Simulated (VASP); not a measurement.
# AlN (P6_3mc) in VASP: further runs

AlN is run at these levels: LDA; tasks: single point.

Program: VASP 6.6.1. These are calculated values, not measurements. Logs are shortened: lines on timing, memory, paths and dates and some standing lists are left out, and cuts for length are marked.

### 1 The cell of the first run

The structure is hexagonal, space group P6_3mc (No. 186). Conventional cell: a = 3.018 Å, b = 3.018 Å, c = 4.903 Å, α = 90.00°, β = 90.00°, γ = 120.00°. Al (site symmetry 3m) has 4 N at 1.83 to 1.89 Å within 2.4 Å. N (site symmetry 3m) has 4 Al at 1.83 to 1.89 Å within 2.4 Å.

### 2 Single point, LDA (strain -0.030 along x and y, -0.015 along z)

INCAR reads:

```
SYSTEM = AlN
PREC = Accurate
ENCUT = 520
EDIFF = 1E-6
ISMEAR = 0
SIGMA = 0.05
LREAL = .False.
LASPH = .True.
NELM = 60
ALGO = Normal
ISIF = 2
LWAVE = .False.
LCHARG = .False.
GGA = CA
NBANDS = 16
```

KPOINTS reads:

```
regular mesh
0
Gamma
  9 9 6
  0 0 0
```

POSCAR reads:

```
AlN
1.0
    3.0176720870      0.0000000000      0.0000000000
   -1.5088360435      2.6133806877      0.0000000000
    0.0000000000      0.0000000000      4.9033300000
Al N
2 2
Direct
    0.3333333333      0.6666666667      0.0000000000
    0.6666666667      0.3333333333      0.5000000000
    0.3333333333      0.6666666667      0.3850000000
    0.6666666667      0.3333333333      0.8850000000
```

Potentials or basis: VASP PAW LDA potentials, release 64 (Al, N).

Run with:

```sh
$ cat potpaw_LDA.64/Al/POTCAR potpaw_LDA.64/N/POTCAR > POTCAR
$ mpirun -np 1 vasp_std > vasp.out
```

OUTCAR:

```text
SYSTEM = AlN
   PREC = Accurate
   ENCUT = 520
   EDIFF = 1E-6
   ISMEAR = 0
   LREAL = .False.
   LASPH = .True.
   NELM = 60
   ISIF = 2
   GGA = CA

 ion  position               nearest neighbor table
   1  0.333  0.667  0.000-   4 1.83   4 1.83   4 1.83   3 1.89   2 3.01   2 3.01   2 3.01   2 3.01
                             2 3.01   2 3.01
   2  0.667  0.333  0.500-   3 1.83   3 1.83   3 1.83   4 1.89   1 3.01   1 3.01   1 3.01   1 3.01
                             1 3.01   1 3.01
   3  0.333  0.667  0.385-   2 1.83   2 1.83   2 1.83   1 1.89
   4  0.667  0.333  0.885-   1 1.83   1 1.83   1 1.83   2 1.89

  LATTYP: Found a hexagonal cell.
 ALAT       =     3.0176720870
 C/A-ratio  =     1.6248717086

  Lattice vectors:

 A1 = (   3.0176720870,   0.0000000000,   0.0000000000)
 A2 = (  -1.5088360435,   2.6133806877,   0.0000000000)
 A3 = (   0.0000000000,   0.0000000000,   4.9033300000)

Analysis of symmetry for initial positions (statically):
=====================================================================
 Subroutine PRICEL returns:
 Original cell was already a primitive cell.

 Routine SETGRP: Setting up the symmetry group for a
 hexagonal supercell.

 Subroutine GETGRP returns: Found 12 space group operations
 (whereof  6 operations were pure point group operations)
 out of a pool of 24 trial point group operations.

The static configuration has the point symmetry C_3v.
 The point group associated with its full space group is C_6v.

Analysis of symmetry for dynamics (positions and initial velocities):
=====================================================================
 Subroutine PRICEL returns:
 Original cell was already a primitive cell.

 Routine SETGRP: Setting up the symmetry group for a
 hexagonal supercell.

 Subroutine GETGRP returns: Found 12 space group operations
 (whereof  6 operations were pure point group operations)
 out of a pool of 24 trial point group operations.

The dynamic configuration has the point symmetry C_3v.
 The point group associated with its full space group is C_6v.

 Subroutine INISYM returns: Found 12 space group operations
 (whereof  6 operations are pure point group operations),
 and found     1 'primitive' translations

----------------------------------------------------------------------------------------

                                     Primitive cell

  volume of cell :      38.6693

  direct lattice vectors                    reciprocal lattice vectors
     3.017672087  0.000000000  0.000000000     0.331381267  0.191323064  0.000000000
    -1.508836043  2.613380688  0.000000000     0.000000000  0.382646128  0.000000000
     0.000000000  0.000000000  4.903330000     0.000000000  0.000000000  0.203943035
[... 90 lines left out ...]
   EDIFFG = 0.1E-04   stopping-criterion for IOM
   NSW    =      0    number of steps for IOM
   IBRION =     -1    ionic relax: 0-MD 1-quasi-New 2-CG
   NFREE  =      0    steps in history (QN), initial steepest desc. (CG)
   ISIF   =      2    stress and relaxation
   ISYM   =      2    0-nonsym 1-usesym 2-fastsym
   POTIM  = 0.5000    time-step for ionic-motion
   TEBEG  =    0.0;   TEEND  =   0.0 temperature during run
   PSTRESS=    0.0 pullay stress
   NELECT =      16.0000    total number of electrons
   NUPDOWN=      -1.0000    fix difference up-down
   EMIN   =  10.00;   EMAX   =-10.00  energy-range for DOS
   EFERMI =   0.00;   METHOD = LEGACY
   ISMEAR =     0;   SIGMA  =   0.05  broadening in eV -4-tet -1-fermi 0-gaus
   EFERMI_NEDOS =   21; number of points for ismear=-14 and -15
   IALGO  =     38    algorithm
   IMIX   =      4    mixing-type and parameters
     AMIX     =   0.40;   BMIX     =  1.00
     AMIX_MAG =   1.60;   BMIX_MAG =  1.00
  volume/ion in A,a.u.               =       9.67        65.24
  Fermi-wavevector in a.u.,A,eV,Ry     =   1.219906  2.305287 20.247776  1.488170
  Thomas-Fermi vector in A             =   2.355141
   LORBIT       =      0    0 simple, 1 ext, 2 COOP (PROOUT), +10 PAW based schemes
   GGA     = CA    functional components
   LHFCALC =     F    Hartree Fock is set to
   AEXX    =    0.0000 exact exchange contribution
   IVDW    =     0    specifies the selected vdW correction
   LEPSILON=     F    determine dielectric tensor
   LRPA    =     F    only Hartree local field effects (RPA)
 non-spin polarized calculation
 Gauss-broadening in eV      SIGMA  =   0.05
  energy-cutoff  :      520.00
  volume of cell :       38.67
 maximum number of plane-waves:      1087
 NGX is ok and might be reduce to    24
   NGX = 11   NGY = 11   NGZ = 19

 number of electron      15.9999998 magnetization

 Free energy of the ion-electron system (eV)
  ---------------------------------------------------
  ext. energy  EPLUGINS =         0.00000000
  ---------------------------------------------------
  free energy    TOTEN  =       -32.72566190 eV

  energy without entropy =      -32.72566190  energy(sigma->0) =      -32.72566190

 E-fermi :   6.9243     XC(G=0): -11.5850

 val. band max:        6.6523300896   @ k =   0.0000   0.0000   0.0000
 cond. band min:      11.5511310902   @ k =   0.3333   0.3333   0.0000
 fundamental gap:      4.8988010006
 Fermi energy:         6.9242939007

 k-point     1 :       0.0000    0.0000    0.0000
  band No.  band energies     occupation
      1      -8.8537      2.00000
      2      -6.4550      2.00000
      3       0.2214      2.00000
      4       5.7899      2.00000
      5       5.7899      2.00000
      6       6.4197      2.00000
[... 433 lines left out ...]
      3       1.5618      2.00000
      4       2.3039      2.00000
      5       2.3039      2.00000
      6       3.6577      2.00000
[... 8 lines left out ...]
     15      20.0481      0.00000
     16      22.6878      0.00000

 [... further k-points ...]
[... 5 lines left out ...]
  --------------------------------------------------------------------------------------
  -------------------------------------------------------------------------------------
  Total        4.2729947      4.2729947      1.5929426      0.0000000      0.0000000      0.0000000
  in kB      177.0423208    177.0423208     66.0001421      0.0000000      0.0000000      0.0000000
  external PRESSURE =     140.0282612 kB  Pullay stress =       0.0000000 kB

 VOLUME and BASIS-vectors are now :
 -----------------------------------------------------------------------------
  energy-cutoff  :      520.00
  volume of cell :       38.67
      direct lattice vectors                 reciprocal lattice vectors
     3.017672087  0.000000000  0.000000000     0.331381267  0.191323064  0.000000000
    -1.508836043  2.613380688  0.000000000     0.000000000  0.382646128  0.000000000
     0.000000000  0.000000000  4.903330000     0.000000000  0.000000000  0.203943035

 POSITION                                       TOTAL-FORCE (eV/Angst)
 -----------------------------------------------------------------------------------
     -0.00000      1.74225      0.00000        -0.000000      0.000000      0.419490
      1.50884      0.87113      2.45167         0.000000      0.000000      0.419490
     -0.00000      1.74225      1.88778         0.000000     -0.000000     -0.419490
      1.50884      0.87113      4.33945        -0.000000      0.000000     -0.419490
 -----------------------------------------------------------------------------------
    total drift:                               -0.000000      0.000000      0.000316

  FREE ENERGIE OF THE ION-ELECTRON SYSTEM (eV)
  ---------------------------------------------------
  free  energy   TOTEN  =       -32.7256618989 eV

  energy  without entropy=      -32.7256618989  energy(sigma->0) =      -32.72566190
```

OSZICAR:

```text
N       E                     dE             d eps       ncg     rms          rms(c)
DAV:   1     0.353305305015E+02    0.35331E+02   -0.74738E+03  1536   0.904E+02
DAV:   2    -0.352012972985E+02   -0.70532E+02   -0.65853E+02  2144   0.179E+02
DAV:   3    -0.381319643886E+02   -0.29307E+01   -0.29247E+01  1912   0.370E+01
DAV:   4    -0.381456950824E+02   -0.13731E-01   -0.13730E-01  1928   0.306E+00
DAV:   5    -0.381458233819E+02   -0.12830E-03   -0.12830E-03  1864   0.289E-01    0.128E+01
DAV:   6    -0.328546828076E+02    0.52911E+01   -0.11553E+01  1608   0.246E+01    0.457E+00
DAV:   7    -0.327870604400E+02    0.67622E-01   -0.56480E-01  1904   0.498E+00    0.293E+00
DAV:   8    -0.327286656141E+02    0.58395E-01   -0.63309E-02  1632   0.210E+00    0.339E-01
DAV:   9    -0.327255781373E+02    0.30875E-02   -0.49290E-03  1904   0.511E-01    0.204E-01
DAV:  10    -0.327257024269E+02   -0.12429E-03   -0.53296E-04  1760   0.147E-01    0.888E-02
DAV:  11    -0.327256619326E+02    0.40494E-04   -0.81208E-05  1768   0.672E-02    0.154E-02
DAV:  12    -0.327256618989E+02    0.33665E-07   -0.11924E-06  1568   0.848E-03
   1 F= -.32725662E+02 E0= -.32725662E+02  d E =-.821943E-17
```

Wall time 34 s (1 thread of AMD EPYC 7R13, shared host); peak memory 0.12 GiB.

Results:

```
Free energy            : -32.7257 eV
Pressure               : 14.0 GPa
Largest force          : 0.419 eV/Å
Band gap on the k mesh : 4.90 eV, indirect (least direct gap 4.92 eV)
```

Forces in eV/Å, atoms in the order of the input:
```
Al   0.000  0.000  0.419
Al   0.000  0.000  0.419
N    0.000  0.000 -0.419
N    0.000  0.000 -0.419
```

Stress tensor (GPa, compression positive):
```
17.70  0.00  0.00
 0.00 17.70  0.00
 0.00  0.00  6.60
```

Caveat: the cell differs from its parent crystal (strain -0.030 along x and y, -0.015 along z).

### 3 Single point, LDA (strain -0.015 along x and y, -0.030 along z)

INCAR reads:

```
SYSTEM = AlN
PREC     = Accurate       ! precision mode
ENCUT    = 520            ! plane-wave cutoff, eV
EDIFF    = 1E-7           ! SCF threshold, eV
ISMEAR   = 0              ! smearing method
SIGMA    = 0.05           ! smearing width, eV
LREAL    = .FALSE.        ! projectors in reciprocal space
LASPH    = .TRUE.         ! aspherical terms in the spheres
NELM     = 80             ! most SCF steps
ALGO     = Normal         ! electronic algorithm
ISIF     = 2              ! what is computed and relaxed
LWAVE    = .FALSE.        ! write WAVECAR
LCHARG   = .FALSE.        ! write CHGCAR
GGA      = CA             ! functional
NBANDS   = 16             ! bands
```

KPOINTS reads:

```
Automatic mesh
0
G
  9 9 6
  0 0 0
```

POSCAR reads:

```
AlN
1.0
    3.0643371193      0.0000000000      0.0000000000
   -1.5321685597      2.6537937911      0.0000000000
    0.0000000000      0.0000000000      4.8286600000
Al N
2 2
Direct
    0.3333333333      0.6666666667      0.0000000000
    0.6666666667      0.3333333333      0.5000000000
    0.3333333333      0.6666666667      0.3850000000
    0.6666666667      0.3333333333      0.8850000000
```

Potentials or basis: VASP PAW LDA potentials, release 64 (Al, N).

Run with:

```sh
$ cat potpaw_LDA.64/Al/POTCAR potpaw_LDA.64/N/POTCAR > POTCAR
$ mpirun -np 1 vasp_std > vasp.out
```

OUTCAR:

```text
SYSTEM = AlN
   PREC = Accurate
   ENCUT = 520
   EDIFF = 1E-7
   ISMEAR = 0
   LREAL = .FALSE.
   LASPH = .TRUE.
   NELM = 80
   ISIF = 2
   GGA = CA

 ion  position               nearest neighbor table
   1  0.333  0.667  0.000-   4 1.85   4 1.85   4 1.85   3 1.86   2 2.99   2 2.99   2 2.99   2 2.99
                             2 2.99   2 2.99
   2  0.667  0.333  0.500-   3 1.85   3 1.85   3 1.85   4 1.86   1 2.99   1 2.99   1 2.99   1 2.99
                             1 2.99   1 2.99
   3  0.333  0.667  0.385-   2 1.85   2 1.85   2 1.85   1 1.86
   4  0.667  0.333  0.885-   1 1.85   1 1.85   1 1.85   2 1.86

  LATTYP: Found a hexagonal cell.
 ALAT       =     3.0643371193
 C/A-ratio  =     1.5757600460

  Lattice vectors:

 A1 = (   3.0643371193,   0.0000000000,   0.0000000000)
 A2 = (  -1.5321685597,   2.6537937911,   0.0000000000)
 A3 = (   0.0000000000,   0.0000000000,   4.8286600000)

Analysis of symmetry for initial positions (statically):
=====================================================================
 Subroutine PRICEL returns:
 Original cell was already a primitive cell.

 Routine SETGRP: Setting up the symmetry group for a
 hexagonal supercell.

 Subroutine GETGRP returns: Found 12 space group operations
 (whereof  6 operations were pure point group operations)
 out of a pool of 24 trial point group operations.

The static configuration has the point symmetry C_3v.
 The point group associated with its full space group is C_6v.

Analysis of symmetry for dynamics (positions and initial velocities):
=====================================================================
 Subroutine PRICEL returns:
 Original cell was already a primitive cell.

 Routine SETGRP: Setting up the symmetry group for a
 hexagonal supercell.

 Subroutine GETGRP returns: Found 12 space group operations
 (whereof  6 operations were pure point group operations)
 out of a pool of 24 trial point group operations.

The dynamic configuration has the point symmetry C_3v.
[... 127 lines left out ...]
  Thomas-Fermi vector in A             =   2.349126
   LORBIT       =      0    0 simple, 1 ext, 2 COOP (PROOUT), +10 PAW based schemes
   GGA     = CA    functional components
   LHFCALC =     F    Hartree Fock is set to
   AEXX    =    0.0000 exact exchange contribution
   IVDW    =     0    specifies the selected vdW correction
   LEPSILON=     F    determine dielectric tensor
   LRPA    =     F    only Hartree local field effects (RPA)
 non-spin polarized calculation
 Gauss-broadening in eV      SIGMA  =   0.05
  energy-cutoff  :      520.00
  volume of cell :       39.27
 maximum number of plane-waves:      1085
 NGX is ok and might be reduce to    24
   NGX = 11   NGY = 11   NGZ = 17

 number of electron      15.9999998 magnetization

 Free energy of the ion-electron system (eV)
  ---------------------------------------------------
  ext. energy  EPLUGINS =         0.00000000
  ---------------------------------------------------
  free energy    TOTEN  =       -32.78739080 eV

  energy without entropy =      -32.78739080  energy(sigma->0) =      -32.78739080

 E-fermi :   6.9135     XC(G=0): -11.5164

 val. band max:        6.6121124312   @ k =   0.0000   0.0000   0.0000
 cond. band min:      11.2998592789   @ k =   0.0000   0.0000   0.0000
 fundamental gap:      4.6877468477
 Fermi energy:         6.9135336028

 k-point     1 :       0.0000    0.0000    0.0000
  band No.  band energies     occupation
      1      -8.9130      2.00000
      2      -6.4173      2.00000
      3       0.2296      2.00000
      4       5.5160      2.00000
      5       5.5160      2.00000
      6       6.2327      2.00000
[... 433 lines left out ...]
      3       1.4434      2.00000
      4       2.1543      2.00000
      5       2.1543      2.00000
      6       3.6636      2.00000
[... 8 lines left out ...]
     15      19.7135      0.00000
     16      22.1262      0.00000

 [... further k-points ...]

------------------------ aborting loop because EDIFF is reached ----------------------------------------

  FORCE on cell =-STRESS in cart. coord.  units (eV):
  Direction    XX          YY          ZZ          XY          YZ          ZX
  --------------------------------------------------------------------------------------
  -------------------------------------------------------------------------------------
  Total        2.0162216      2.0162216      2.9443224     -0.0000000     -0.0000000      0.0000000
  in kB       82.2656427     82.2656427    120.1339066     -0.0000000     -0.0000000      0.0000000
  external PRESSURE =      94.8883973 kB  Pullay stress =       0.0000000 kB

 VOLUME and BASIS-vectors are now :
 -----------------------------------------------------------------------------
  energy-cutoff  :      520.00
  volume of cell :       39.27
      direct lattice vectors                 reciprocal lattice vectors
     3.064337119  0.000000000  0.000000000     0.326334852  0.188409515  0.000000000
    -1.532168560  2.653793791  0.000000000     0.000000000  0.376819029  0.000000000
     0.000000000  0.000000000  4.828660000     0.000000000  0.000000000  0.207096793

 POSITION                                       TOTAL-FORCE (eV/Angst)
 -----------------------------------------------------------------------------------
     -0.00000      1.76920      0.00000         0.000000      0.000000     -0.047127
      1.53217      0.88460      2.41433         0.000000     -0.000000     -0.047127
     -0.00000      1.76920      1.85903         0.000000      0.000000      0.047127
      1.53217      0.88460      4.27336        -0.000000     -0.000000      0.047127
 -----------------------------------------------------------------------------------
    total drift:                               -0.000000     -0.000000     -0.000045

  FREE ENERGIE OF THE ION-ELECTRON SYSTEM (eV)
  ---------------------------------------------------
  free  energy   TOTEN  =       -32.7873908009 eV

  energy  without entropy=      -32.7873908009  energy(sigma->0) =      -32.78739080
```

OSZICAR:

```text
N       E                     dE             d eps       ncg     rms          rms(c)
DAV:   1     0.385041247302E+02    0.38504E+02   -0.74135E+03  1536   0.898E+02
DAV:   2    -0.350765018957E+02   -0.73581E+02   -0.68094E+02  2144   0.183E+02
DAV:   3    -0.381001002126E+02   -0.30236E+01   -0.30166E+01  1888   0.379E+01
DAV:   4    -0.381142159085E+02   -0.14116E-01   -0.14115E-01  1904   0.310E+00
DAV:   5    -0.381143531418E+02   -0.13723E-03   -0.13723E-03  1880   0.299E-01    0.127E+01
DAV:   6    -0.329126773857E+02    0.52017E+01   -0.11434E+01  1608   0.244E+01    0.450E+00
DAV:   7    -0.328486108931E+02    0.64066E-01   -0.54741E-01  1904   0.490E+00    0.290E+00
DAV:   8    -0.327902363665E+02    0.58375E-01   -0.65342E-02  1608   0.214E+00    0.332E-01
DAV:   9    -0.327872993784E+02    0.29370E-02   -0.51795E-03  1904   0.524E-01    0.211E-01
DAV:  10    -0.327874353684E+02   -0.13599E-03   -0.55482E-04  1712   0.150E-01    0.994E-02
DAV:  11    -0.327873910816E+02    0.44287E-04   -0.82821E-05  1792   0.677E-02    0.172E-02
DAV:  12    -0.327873908999E+02    0.18175E-06   -0.13141E-06  1952   0.872E-03    0.557E-03
DAV:  13    -0.327873907886E+02    0.11133E-06   -0.48297E-07  1856   0.509E-03    0.340E-04
DAV:  14    -0.327873908009E+02   -0.12326E-07   -0.98279E-09   856   0.745E-04
   1 F= -.32787391E+02 E0= -.32787391E+02  d E =-.956482E-20
```

stdout:

```text
POSCAR found type information on POSCAR AlN
 POSCAR found :  2 types and       4 ions
 scaLAPACK will be used
 LDA part: xc-table for (Slater(with rela. corr.)+CA(PZ))
 , standard interpolation
 POSCAR, INCAR and KPOINTS ok, starting setup
 FFT: planning ... GRIDC
 FFT: planning ... GRID_SOFT
 FFT: planning ... GRID
 WAVECAR not read
 entering main loop
```

Wall time 38 s (1 thread of AMD EPYC 7R13, shared host); peak memory 0.12 GiB.

Results:

```yaml
Free_energy: -32.7874 eV
Pressure: 9.5 GPa
Largest_force: 0.047 eV/Å
Band_gap_on_the_k_mesh: 4.69 eV, direct
```

Forces on the atoms (eV/Å):
```
Al   0.000  0.000 -0.047
Al   0.000  0.000 -0.047
N    0.000  0.000  0.047
N    0.000  0.000  0.047
```

Stress tensor (GPa, compression positive):
```
 8.23  0.00  0.00
 0.00  8.23  0.00
 0.00  0.00 12.01
```

Caveat: the cell differs from its parent crystal (strain -0.015 along x and y, -0.030 along z). A k mesh can miss the band edges.

(Continued in part 2 of 2.)
